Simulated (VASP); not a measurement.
## Rb: single point with PBE

Rb:

```
Rb
1.0
    -2.89018    2.89018    2.76391
     2.89018   -2.89018    2.76391
     2.89018    2.89018   -2.76391
Rb
1
Direct
  0.00000 0.00000 0.00000
```

This cell differs from its parent crystal: strain +0.030 along x and y, -0.015 along z.

```yaml
Program: VASP 6.6.1
Task: single point
Functional: PBE
Potentials_or_basis: VASP PAW PBE potentials, release 64 (Rb_sv)
Cutoff: 520 eV
k_mesh: 12 × 12 × 12
Occupations: gaussian, width 0.15 eV
Spin: no spin polarisation
```

- Pressure: 0.0 GPa

Levels at points of the mesh, in eV from the Fermi level:
```csv
k point,band 2,band 3,band 4,band 5,band 6,band 7,band 8,band 9
"(0.00, 0.00, 0.00)",-12.95,-12.95,-12.95,-1.95,3.52,3.75,3.75,4.43
"(0.50, 0.00, 0.00)",-13.04,-12.98,-12.95,0.28,0.81,2.51,4.26,5.06
"(0.50, 0.50, 0.00)",-13.04,-12.98,-12.95,0.19,0.71,2.75,4.12,5.09
"(0.50, 0.50, 0.50)",-13.02,-13.02,-13.01,1.21,1.33,3.07,3.07,3.51
```

Wall time 87 s on 1 thread of Intel(R) Xeon(R) 6975P-C (Granite Rapids), with other jobs on the host, peak memory 0.33 GiB.

Caveat: the cell differs from its parent crystal (strain +0.030 along x and y, -0.015 along z).
